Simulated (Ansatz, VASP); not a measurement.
# One calculation of MoW3, two programs

The input INCAR:

```
SYSTEM = MoW3
  PREC = Accurate
  ENCUT = 500
  EDIFF = 1E-7
  ISMEAR = 0
  SIGMA = 0.1
  LREAL = .False.
  LASPH = .True.
  NELM = 120
  ALGO = Normal
  ISIF = 3
  LWAVE = .False.
  LCHARG = .False.
  GGA = PE
  IBRION = 2
  NSW = 100
  EDIFFG = -0.01
  GGA_COMPAT = .False.
  NELMIN = 4
```

File KPOINTS:

```
Automatic mesh
0
Gamma
  14 14 8
  0 0 0
```

Contents of POSCAR:

```
MoW3
1.0
    3.1682598132      0.0000000000      0.0000000000
    0.0000000000      3.1682598132      0.0000000000
    0.0000000000      0.0000000000      6.3952928214
Mo W
1 3
Direct
    0.0000000000      0.0000000000      0.5000000000
    0.0000000000      0.0000000000      0.0000000000
    0.5000000000      0.5000000000      0.2505625556
    0.5000000000      0.5000000000      0.7494374444
```

Input for Ansatz:

```yaml
crystal:
  lattice:
    - [3.1682598132, 0.0, 0.0]
    - [0.0, 3.1682598132, 0.0]
    - [0.0, 0.0, 6.3952928214]
  atoms:
    - { symbol: Mo, position: [0.0, 0.0, 0.5] }
    - { symbol: W, position: [0.0, 0.0, 0.0] }
    - { symbol: W, position: [0.5, 0.5, 0.2505625556] }
    - { symbol: W, position: [0.5, 0.5, 0.7494374444] }
basis:
  ecutwfc: 420
kpoints:
  mp_grid: { grid: [14, 14, 8] }
hamiltonian:
  xc: pbe
scf:
  occupations: { method: gaussian, width: 0.1 }
output:
  forces: true
  stress: true
  eigenvalues: true
  write_density: true
  write_potential: true
  elf: true
  volumetric_format: npy
relax:
  adjacent_minimum: "off"
  f_tol: 0.01
  max_steps: 80
  cell: { stress_tol: 0.05 }
```

Alike in both runs: task relaxation of cell and atoms; functional PBE; k mesh 14 × 14 × 8; occupations gaussian, width 0.1 eV; no spin polarisation.

|  | VASP | Ansatz |
| --- | --- | --- |
| version | VASP 6.6.1 | Ansatz 0.2.0 |
| potentials or method | VASP PAW PBE potentials, release 64 (Mo_sv, W_sv), cutoff 500 eV | scalar-relativistic, plane waves, PAW |
| valence electrons in the cell | 56 | 56 |

|  | VASP | Ansatz | Ansatz less VASP |
| --- | --- | --- | --- |
| gap on the k mesh at the Fermi level, each at its own relaxed structure (eV) | none | none | - |
| relaxed volume (Å³/atom) | 16.07 | 16.05 | -0.027 |
| relaxed cell length with the largest relative difference (Å) | 3.179 | 3.177 | -0.0018 |

A gap of «none» marks a metal or a gap that the smearing closes.

Neither program's run includes spin-orbit coupling.
